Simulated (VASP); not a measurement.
# BaTe (Cmcm) in VASP: relaxation of cell and atoms with PBE

Aim: the relaxation of cell and atoms of BaTe with PBE.

Program: VASP 6.6.1. These are calculated values, not measurements. Logs are shortened: lines on timing, memory, paths and dates and some standing lists are left out, and cuts for length are marked.

### 1 The cell of the first run

Symmetry: Cmcm, No. 63, orthorhombic system. The conventional cell has a = 4.593 Å, b = 13.514 Å, c = 5.364 Å, α = 90.00°, β = 90.00°, γ = 90.00°. Ba (site symmetry m2m) has 7 Te at 3.48 to 4.00 Å and 4 Ba at 4.25 to 4.59 Å within 4.6 Å. Te (site symmetry m2m) has 7 Ba at 3.48 to 4.00 Å and 4 Te at 4.22 to 4.59 Å within 4.6 Å.

The cell was generated, and may not be a known phase.

### 2 Relaxation of cell and atoms, PBE

INCAR reads:

```
ALGO     = Normal         # electronic algorithm
EDIFF    = 1E-7           # SCF threshold, eV
EDIFFG   = -0.01          # ionic threshold
ENCUT    = 600            # plane-wave cutoff, eV
GGA      = PE             # functional
IBRION   = 2              # ionic algorithm
ISIF     = 3              # what is computed and relaxed
ISMEAR   = 0              # smearing method
LASPH    = True           # aspherical terms in the spheres
LCHARG   = False          # write CHGCAR
LREAL    = False          # projectors in reciprocal space
LWAVE    = False          # write WAVECAR
NELM     = 100            # most SCF steps
NSW      = 100            # ionic steps
PREC     = Accurate       # precision mode
SIGMA    = 0.02           # smearing width, eV
```

KPOINTS reads:

```
k-points
0
Gamma
  6 6 6
```

POSCAR reads:

```
BaTe
1.0
    2.2965832560     -6.7571155544      0.0000000000
    2.2965832560      6.7571155544      0.0000000000
    0.0000000000      0.0000000000      5.3641065040
Ba Te
2 2
Direct
    0.8780449081      0.1219550919      0.2500000000
    0.1219550919      0.8780449081      0.7500000000
    0.6207223193      0.3792776807      0.2500000000
    0.3792776807      0.6207223193      0.7500000000
```

Potentials or basis: VASP PAW PBE potentials, release 64 (Ba_sv, Te).

Run with:

```sh
cat potpaw_PBE.64/Ba_sv/POTCAR potpaw_PBE.64/Te/POTCAR > POTCAR
mpirun -np 1 vasp_std > vasp.out
```

OUTCAR:

```text
EDIFF = 1E-7
   EDIFFG = -0.01
   ENCUT = 600
   GGA = PE
   IBRION = 2
   ISIF = 3
   ISMEAR = 0
   LASPH = True
   LREAL = False
   NELM = 100
   NSW = 100
   PREC = Accurate

 ion  position               nearest neighbor table
   1  0.878  0.122  0.250-   3 3.48   4 3.53   4 3.53   4 3.53   4 3.53   3 4.00   3 4.00   2 4.25
                             2 4.25
   2  0.122  0.878  0.750-   4 3.48   3 3.53   3 3.53   3 3.53   3 3.53   4 4.00   4 4.00   1 4.25
                             1 4.25
   3  0.621  0.379  0.250-   1 3.48   2 3.53   2 3.53   2 3.53   2 3.53   1 4.00   1 4.00
   4  0.379  0.621  0.750-   2 3.48   1 3.53   1 3.53   1 3.53   1 3.53   2 4.00   2 4.00

  LATTYP: Found a base centered orthorhombic cell.
 ALAT       =     4.5931665120
 B/A-ratio  =     2.9422471564
 C/A-ratio  =     1.1678449910

  Lattice vectors:

 A1 = (   2.2965832560,  -6.7571155544,   0.0000000000)
 A2 = (   2.2965832560,   6.7571155544,   0.0000000000)
 A3 = (   0.0000000000,   0.0000000000,   5.3641065040)

Analysis of symmetry for initial positions (statically):
=====================================================================
 Subroutine PRICEL returns:
 Original cell was already a primitive cell.

 Routine SETGRP: Setting up the symmetry group for a
 base centered orthorhombic supercell.

 Subroutine GETGRP returns: Found  8 space group operations
 (whereof  4 operations were pure point group operations)
 out of a pool of  8 trial point group operations.

The static configuration has the point symmetry C_2h.
 The point group associated with its full space group is D_2h.

Analysis of symmetry for dynamics (positions and initial velocities):
=====================================================================
 Subroutine PRICEL returns:
 Original cell was already a primitive cell.

 Routine SETGRP: Setting up the symmetry group for a
 base centered orthorhombic supercell.

 Subroutine GETGRP returns: Found  8 space group operations
 (whereof  4 operations were pure point group operations)
 out of a pool of  8 trial point group operations.

The dynamic configuration has the point symmetry C_2h.
 The point group associated with its full space group is D_2h.

 Subroutine INISYM returns: Found  8 space group operations
 (whereof  4 operations are pure point group operations),
 and found     1 'primitive' translations

----------------------------------------------------------------------------------------

                                     Primitive cell

  volume of cell :     166.4834

  direct lattice vectors                    reciprocal lattice vectors
     2.296583256 -6.757115554  0.000000000     0.217714728 -0.073996071  0.000000000
     2.296583256  6.757115554  0.000000000     0.217714728  0.073996071  0.000000000
     0.000000000  0.000000000  5.364106504     0.000000000  0.000000000  0.186424337

  length of vectors
     7.136729312  7.136729312  5.364106504     0.229945910  0.229945910  0.186424337

  position of ions in fractional coordinates (direct lattice)
     0.878044908  0.121955092  0.250000000
     0.121955092  0.878044908  0.750000000
     0.620722319  0.379277681  0.250000000
     0.379277681  0.620722319  0.750000000

  ion indices of the primitive-cell ions
   primitive index   ion index
                 1           1
                 2           2
                 3           3
                 4           4

----------------------------------------------------------------------------------------

 KPOINTS: k-points

Automatic generation of k-mesh.
 Grid dimensions read from file:
 generate k-points for:    6    6    6

 Generating k-lattice:

  Cartesian coordinates                     Fractional coordinates (reciprocal lattice)
     0.036285788 -0.012332678  0.000000000     0.166666667  0.000000000  0.000000000
     0.036285788  0.012332678  0.000000000     0.000000000  0.166666667  0.000000000
     0.000000000  0.000000000  0.031070723     0.000000000  0.000000000  0.166666667

  Length of vectors
     0.038324318  0.038324318  0.031070723

  Shift w.r.t. Gamma in fractional coordinates (k-lattice)
     0.000000000  0.000000000  0.000000000

 Subroutine IBZKPT returns following result:
 ===========================================

 Found     52 irreducible k-points:

 Following reciprocal coordinates:
            Coordinates               Weight
  0.000000  0.000000  0.000000      1.000000
  0.166667  0.000000  0.000000      4.000000
  0.333333 -0.000000  0.000000      4.000000
  0.500000  0.000000  0.000000      2.000000
  0.166667  0.166667  0.000000      2.000000
  0.333333  0.166667  0.000000      4.000000
[... 16 lines left out ...]
  0.333333  0.333333  0.166667      4.000000
  0.500000  0.333333  0.166667      8.000000
 [... further k-points ...]
   k-points           NKPTS =     52   k-points in BZ     NKDIM =     52   number of bands    NBANDS=     20
   number of dos      NEDOS =    301   number of ions     NIONS =      4
   total plane-waves  NPLWV = 172800
   dimension x,y,z NGX =    60 NGY =   60 NGZ =   48
   dimension x,y,z NGXF=   120 NGYF=  120 NGZF=   96
   ions per type =               2   2
   NGX,Y,Z   is equivalent  to a cutoff of  13.98, 13.98, 14.88 a.u.
   NGXF,Y,Z  is equivalent  to a cutoff of  27.95, 27.95, 29.75 a.u.
 SYSTEM =  unknown system
   PREC   = accura    normal or accurate (medium, high low for compatibility)
   ISTART =      0    job   : 0-new  1-cont  2-samecut
   ICHARG =      2    charge: 1-file 2-atom 10-const
   ISPIN  =      1    spin polarized calculation?
   LNONCOLLINEAR =      F non collinear calculations
   LSORBIT =      F    spin-orbit coupling
   LASPH  =      T    aspherical Exc in radial PAW
   ENCUT  =  600.0 eV  44.10 Ry    6.64 a.u.  14.25 14.25 10.71*2*pi/ulx,y,z
   NELM   =    100;   NELMIN=  2; NELMDL= -5     # of ELM steps
   EDIFF  = 0.1E-06   stopping-criterion for ELM
   LREAL  =      F    real-space projection
   EDIFFG = -.1E-01   stopping-criterion for IOM
   NSW    =    100    number of steps for IOM
   IBRION =      2    ionic relax: 0-MD 1-quasi-New 2-CG
   NFREE  =      1    steps in history (QN), initial steepest desc. (CG)
   ISIF   =      3    stress and relaxation
   ISYM   =      2    0-nonsym 1-usesym 2-fastsym
   POTIM  = 0.5000    time-step for ionic-motion
   TEBEG  =    0.0;   TEEND  =   0.0 temperature during run
   PSTRESS=    0.0 pullay stress
   NELECT =      32.0000    total number of electrons
   NUPDOWN=      -1.0000    fix difference up-down
   EMIN   =  10.00;   EMAX   =-10.00  energy-range for DOS
   EFERMI =   0.00;   METHOD = LEGACY
   ISMEAR =     0;   SIGMA  =   0.02  broadening in eV -4-tet -1-fermi 0-gaus
   EFERMI_NEDOS =   21; number of points for ismear=-14 and -15
   IALGO  =     38    algorithm
   IMIX   =      4    mixing-type and parameters
     AMIX     =   0.40;   BMIX     =  1.00
     AMIX_MAG =   1.60;   BMIX_MAG =  1.00
  volume/ion in A,a.u.               =      41.62       280.87
  Fermi-wavevector in a.u.,A,eV,Ry     =   0.944788  1.785391 12.144900  0.892625
  Thomas-Fermi vector in A             =   2.072627
   LORBIT       =      0    0 simple, 1 ext, 2 COOP (PROOUT), +10 PAW based schemes
   GGA     = PE    functional components
   LHFCALC =     F    Hartree Fock is set to
   AEXX    =    0.0000 exact exchange contribution
   IVDW    =     0    specifies the selected vdW correction
   LEPSILON=     F    determine dielectric tensor
   LRPA    =     F    only Hartree local field effects (RPA)
 conjugate gradient relaxation of ions
 non-spin polarized calculation
 Gauss-broadening in eV      SIGMA  =   0.02
  energy-cutoff  :      600.00
  volume of cell :      166.48
 maximum number of plane-waves:      5582
 NGX is ok and might be reduce to    60
   NGX = 29   NGY = 29   NGZ = 21

--------------------------------------- Ionic step        1  -------------------------------------------

 number of electron      31.9999999 magnetization

 Free energy of the ion-electron system (eV)
  ---------------------------------------------------
  ext. energy  EPLUGINS =         0.00000000
  ---------------------------------------------------
  free energy    TOTEN  =       -16.80424397 eV

  energy without entropy =      -16.80424397  energy(sigma->0) =      -16.80424397

------------------------ aborting loop because EDIFF is reached ----------------------------------------

  FORCE on cell =-STRESS in cart. coord.  units (eV):
  Direction    XX          YY          ZZ          XY          YZ          ZX
  --------------------------------------------------------------------------------------
  -------------------------------------------------------------------------------------
  Total        0.2276163      0.0754695      0.4899322      0.0000000     -0.0000000      0.0000000
  in kB        2.1904990      0.7262921      4.7149344      0.0000000     -0.0000000      0.0000000
  external PRESSURE =       2.5439085 kB  Pullay stress =       0.0000000 kB
[... 289 lines left out ...]
  energy  without entropy=      -16.8072976300  energy(sigma->0) =      -16.80729763

--------------------------------------- Ionic step        9  -------------------------------------------

 number of electron      32.0000000 magnetization

 Free energy of the ion-electron system (eV)
  ---------------------------------------------------
  ext. energy  EPLUGINS =         0.00000000
  ---------------------------------------------------
  free energy    TOTEN  =       -16.80732659 eV

  energy without entropy =      -16.80732659  energy(sigma->0) =      -16.80732659

 E-fermi :   2.9362     XC(G=0):  -8.4139

 val. band max:        2.8416018639   @ k =   0.5000   0.5000   0.0000
 cond. band min:       4.1441477015   @ k =   0.5000   0.5000   0.0000
 fundamental gap:      1.3025458376
 Fermi energy:         2.9361560584

 k-point     1 :       0.0000    0.0000    0.0000
  band No.  band energies     occupation
      1     -24.7475      2.00000
      2     -24.7123      2.00000
      3     -10.1427      2.00000
      4     -10.0339      2.00000
      5      -9.8561      2.00000
      6      -9.8421      2.00000
[... 12 lines left out ...]
     19       4.7497      0.00000
[... 513 lines left out ...]
      4     -10.0928      2.00000
      5      -9.9438      2.00000
      6      -9.9020      2.00000
[... 12 lines left out ...]
     19       5.6735      0.00000
     20       5.9995      0.00000

 [... further k-points ...]

------------------------ aborting loop because EDIFF is reached ----------------------------------------

  FORCE on cell =-STRESS in cart. coord.  units (eV):
  Direction    XX          YY          ZZ          XY          YZ          ZX
  --------------------------------------------------------------------------------------
  -------------------------------------------------------------------------------------
  Total        0.0020357      0.0261736      0.0239943      0.0000000      0.0000000      0.0000000
  in kB        0.0195366      0.2511886      0.2302737      0.0000000      0.0000000      0.0000000
  external PRESSURE =       0.1669997 kB  Pullay stress =       0.0000000 kB
[... 19 lines left out ...]
  FREE ENERGIE OF THE ION-ELECTRON SYSTEM (eV)
  ---------------------------------------------------
  free  energy   TOTEN  =       -16.8073265854 eV

  energy  without entropy=      -16.8073265854  energy(sigma->0) =      -16.80732659

 reached required accuracy - stopping structural energy minimisation
```

Wall time 52 min (1 thread of Intel Xeon 8259CL, shared host); peak memory 0.57 GiB.

Results:

* Free energy: -16.8073 eV
* Relaxed volume: 41.74 Å³/atom
* Relaxed cell: a = 7.089 Å, b = 7.089 Å, c = 5.431 Å, α = 90.00°, β = 90.00°, γ = 142.29°
* Space group after relaxing (to 0.1 Å): Cmcm (No. 63)
* Energy gained by relaxing: 0.8 meV/atom
* Ionic steps: 9
* Pressure after relaxing: 0.0 GPa
* Largest force after relaxing: 0.003 eV/Å
* Band gap on the k mesh: 1.30 eV

Forces in eV/Å, atoms in the order of the input:
```
Ba   0.000 -0.003  0.000
Ba   0.000  0.003  0.000
Te   0.000 -0.002  0.000
Te   0.000  0.002  0.000
```

Step by step:
```tsv
step	energy change (eV)	largest force (eV/Å)	pressure (GPa)	volume (Å³)
1	0.0000	0.0258	0.25	166.48
2	-0.0017	0.0255	-0.06	168.08
3	-0.0017	0.0255	-0.05	168.03
4	-0.0021	0.0270	-0.04	167.87
5	-0.0025	0.0303	0.00	167.40
6	-0.0026	0.0310	0.01	167.33
7	-0.0028	0.0204	0.00	167.27
8	-0.0031	0.0041	-0.01	167.16
9	-0.0031	0.0031	0.02	166.95
```

Final structure:
```
CELL_PARAMETERS angstrom
2.29114 -6.70833 0.00000
2.29114 6.70833 0.00000
0.00000 0.00000 5.43096
ATOMIC_POSITIONS crystal
Ba 0.87878 0.12122 0.25000
Ba 0.12122 0.87878 0.75000
Te 0.61930 0.38070 0.25000
Te 0.38070 0.61930 0.75000
```

Caveat: spin-orbit coupling is left out, which moves the levels of the heavy elements. A k mesh can miss the band edges.
